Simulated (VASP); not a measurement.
# InSe (R3m) in VASP: further runs, part 2 of 2

VASP 6.6.1. The steps go on from the part before.

### 3 Single point, LDA (30.41 Å³/atom)

This run uses another cell than the first one, of 30.41 Å³/atom.

INCAR

```
PREC     = Accurate       # precision mode
ENCUT    = 520            # plane-wave cutoff, eV
EDIFF    = 1E-6           # SCF threshold, eV
ISMEAR   = -1             # smearing method
SIGMA    = 0.05           # smearing width, eV
LREAL    = False          # projectors in reciprocal space
LASPH    = True           # aspherical terms in the spheres
NELM     = 80             # most SCF steps
ALGO     = Normal         # electronic algorithm
ISIF     = 2              # what is computed and relaxed
LWAVE    = False          # write WAVECAR
LCHARG   = False          # write CHGCAR
NBANDS   = 27             # bands
```

KPOINTS

```
Automatic mesh
0
Gamma
  8 8 8
```

POSCAR

```
InSe
1.0
    2.0263188076      1.1698957091      8.5510653682
   -2.0263188076      1.1698957091      8.5510653682
    0.0000000000     -2.3397914182      8.5510653682
In Se
2 2
Direct
    0.8886000000      0.8886000000      0.8886000000
    0.0000000000      0.0000000000      0.0000000000
    0.1719000000      0.1719000000      0.1719000000
    0.3835000000      0.3835000000      0.3835000000
```

Potentials or basis: VASP PAW LDA potentials, release 64 (In_d, Se).

Launch:

```console
cat potpaw_LDA.64/In_d/POTCAR potpaw_LDA.64/Se/POTCAR > POTCAR
mpirun -np 1 vasp_std > vasp.out
```

OUTCAR:

```text
PREC = Accurate
   ENCUT = 520
   EDIFF = 1E-6
   ISMEAR = -1
   LREAL = False
   LASPH = True
   NELM = 80
   ISIF = 2

 ion  position               nearest neighbor table
   1  0.889  0.889  0.889-   3 2.67   3 2.67   3 2.67   2 2.86
   2  0.000  0.000  0.000-   4 2.67   4 2.67   4 2.67   1 2.86
   3  0.172  0.172  0.172-   1 2.67   1 2.67   1 2.67
   4  0.383  0.383  0.383-   2 2.67   2 2.67   2 2.67

  LATTYP: Found a trigonal (rhomboedric) cell.
 ALAT       =     8.8654014467
 COS(alpha) =     0.8955162542

  Lattice vectors:

 A1 = (   2.0263188076,   1.1698957091,   8.5510653682)
 A2 = (  -2.0263188076,   1.1698957091,   8.5510653682)
 A3 = (   0.0000000000,  -2.3397914182,   8.5510653682)

Analysis of symmetry for initial positions (statically):
=====================================================================
 Subroutine PRICEL returns:
 Original cell was already a primitive cell.

 Routine SETGRP: Setting up the symmetry group for a
 trigonal (rhombohedral) supercell.

 Subroutine GETGRP returns: Found  6 space group operations
[... 167 lines left out ...]
  energy without entropy =      -16.57698820  energy(sigma->0) =      -16.57715067

 E-fermi :   3.6347     XC(G=0):  -9.0896

 val. band max:        3.5481343126   @ k =   0.5000   0.5000   0.5000
 cond. band min:       3.6846305011   @ k =   0.5000   0.5000   0.5000
 fundamental gap:      0.1364961885
 Fermi energy:         3.6346986187

 k-point     1 :       0.0000    0.0000    0.0000
  band No.  band energies     occupation
      1     -11.0948      2.00000
      2     -10.9384      2.00000
      3     -10.9384      2.00000
      4     -10.8718      2.00000
      5     -10.8718      2.00000
      6     -10.8520      2.00000
[... 709 lines left out ...]
     26       9.8290      0.00000
     27      10.2141      0.00000

 [... further k-points ...]

------------------------ aborting loop because EDIFF is reached ----------------------------------------

  FORCE on cell =-STRESS in cart. coord.  units (eV):
  Direction    XX          YY          ZZ          XY          YZ          ZX
  --------------------------------------------------------------------------------------
  -------------------------------------------------------------------------------------
  Total       -2.0971331     -2.0971331     -2.8271242      0.0000000      0.0000000     -0.0000000
  in kB      -27.6255023    -27.6255023    -37.2416629      0.0000000      0.0000000     -0.0000000
  external PRESSURE =     -30.8308892 kB  Pullay stress =       0.0000000 kB

 VOLUME and BASIS-vectors are now :
 -----------------------------------------------------------------------------
  energy-cutoff  :      520.00
  volume of cell :      121.63
      direct lattice vectors                 reciprocal lattice vectors
     2.026318808  1.169895709  8.551065368     0.246752879  0.142462841  0.038981498
    -2.026318808  1.169895709  8.551065368    -0.246752879  0.142462841  0.038981498
     0.000000000 -2.339791418  8.551065368     0.000000000 -0.284925682  0.038981498

 POSITION                                       TOTAL-FORCE (eV/Angst)
 -----------------------------------------------------------------------------------
      0.00000      0.00000     22.79543         0.000000      0.000000      0.097326
      0.00000      0.00000      0.00000         0.000000      0.000000     -0.078816
      0.00000      0.00000      4.40978         0.000000      0.000000      0.307004
      0.00000      0.00000      9.83800         0.000000     -0.000000     -0.325514
 -----------------------------------------------------------------------------------
    total drift:                               -0.000000      0.000000      0.000067

  FREE ENERGIE OF THE ION-ELECTRON SYSTEM (eV)
  ---------------------------------------------------
  free  energy   TOTEN  =       -16.5773131397 eV

  energy  without entropy=      -16.5769882021  energy(sigma->0) =      -16.57715067
```

It took 7.1 min on 1 thread of Intel Xeon 6975P-C (Granite Rapids), shared host; peak memory 0.59 GiB.

What came out:

| Item | Value |
| --- | --- |
| Free energy | -16.5773 eV |
| Pressure | -3.1 GPa |
| Largest force | 0.326 eV/Å |
| Band gap on the k mesh | 0.14 eV |

Forces on the atoms (eV/Å):
```
In   0.000  0.000  0.097
In   0.000  0.000 -0.079
Se   0.000  0.000  0.307
Se   0.000  0.000 -0.326
```

Levels at points of the mesh, in eV from the valence-band top:
```csv
k point,band 16,band 17,band 18,band 19,band 20,band 21,band 22,band 23
"(0.00, 0.00, 0.00)",-1.26,-1.26,-1.17,-1.17,1.47,1.85,4.26,4.26
"(0.50, 0.00, 0.00)",-2.30,-2.24,-2.14,-1.61,1.11,1.77,3.50,3.85
"(0.50, 0.50, 0.00)",-2.55,-2.39,-1.97,-1.45,1.00,1.86,3.18,3.52
"(0.50, 0.50, 0.50)",-1.32,-1.10,-1.10,0.00,0.14,1.94,4.18,4.18
```

Caveat: the cell stands under tension; spin-orbit coupling is left out, which moves the levels of the heavy elements.

### 4 Single point, LDA (30.99 Å³/atom)

This run uses another cell than the first one, of 30.99 Å³/atom.

INCAR

```
SYSTEM = InSe
PREC = Accurate
ENCUT = 520
EDIFF = 1E-7
ISMEAR = -1
SIGMA = 0.05
LREAL = .False.
LASPH = .True.
NELM = 100
ALGO = Normal
ISIF = 2
LWAVE = .False.
LCHARG = .True.
GGA = CA
LELF = .True.
LVHAR = .True.
NBANDS = 27
```

KPOINTS

```
regular mesh
0
Gamma
  8 8 8
  0 0 0
```

POSCAR

```
InSe
1.0
    2.0392256448      1.1773474750      8.6055322212
   -2.0392256448      1.1773474750      8.6055322212
    0.0000000000     -2.3546949500      8.6055322212
In Se
2 2
Direct
    0.8886000000      0.8886000000      0.8886000000
    0.0000000000      0.0000000000      0.0000000000
    0.1719000000      0.1719000000      0.1719000000
    0.3835000000      0.3835000000      0.3835000000
```

Launch:

```console
cat potpaw_LDA.64/In_d/POTCAR potpaw_LDA.64/Se/POTCAR > POTCAR
mpirun -np 1 vasp_std > vasp.out
```

It took 8.6 min on 1 thread of Intel Xeon 6975P-C (Granite Rapids), shared host; peak memory 0.6 GiB.

It converged, with:

```yaml
Free_energy: -16.5273 eV
Pressure: -3.8 GPa
Largest_force: 0.447 eV/Å
Band_gap_on_the_k_mesh: 0.10 eV
```

Forces on the atoms (eV/Å):
```
In   0.000  0.000  0.025
In   0.000  0.000 -0.007
Se   0.000  0.000  0.429
Se   0.000  0.000 -0.447
```

Stress tensor (GPa, compression positive):
```
-3.53  0.00  0.00
 0.00 -3.53  0.00
 0.00  0.00 -4.39
```

Levels at points of the mesh, in eV from the valence-band top:
```
           k point  band 16  band 17  band 18  band 19  band 20  band 21  band 22  band 23
(0.00, 0.00, 0.00)    -1.23    -1.23    -1.14    -1.14     1.42     1.82     4.24     4.24
(0.50, 0.00, 0.00)    -2.24    -2.19    -2.09    -1.57     1.12     1.74     3.50     3.84
(0.50, 0.50, 0.00)    -2.49    -2.33    -1.92    -1.41     0.98     1.86     3.18     3.52
(0.50, 0.50, 0.50)    -1.29    -1.08    -1.08     0.00     0.10     1.92     4.16     4.16
```

Caveat: the cell stands under tension; spin-orbit coupling is left out, which moves the levels of the heavy elements. A k mesh can miss the band edges.

### 5 Summary

```csv
cell,gap on the mesh (eV),pressure (GPa),largest force (eV/Å)
"a = 8.692 Å, angles 26.4°, 4 atoms",0.28,-0.3,0.34
"a = 8.865 Å, angles 26.4°, 4 atoms",0.14,-3.1,0.33
"a = 8.922 Å, angles 26.4°, 4 atoms",0.10,-3.8,0.45
```

Alike in all rows: task single point; level LDA; potentials or basis VASP PAW LDA potentials, release 64 (In_d, Se); no spin polarisation; k mesh 8 × 8 × 8; cutoff (eV) 520; smearing fermi-dirac 0.05 eV.

Caveats: spin-orbit coupling is left out, which moves the levels of the heavy elements; the cell stands under tension (at least some runs).

Absolute energies hang on the potentials; compare differences alone.
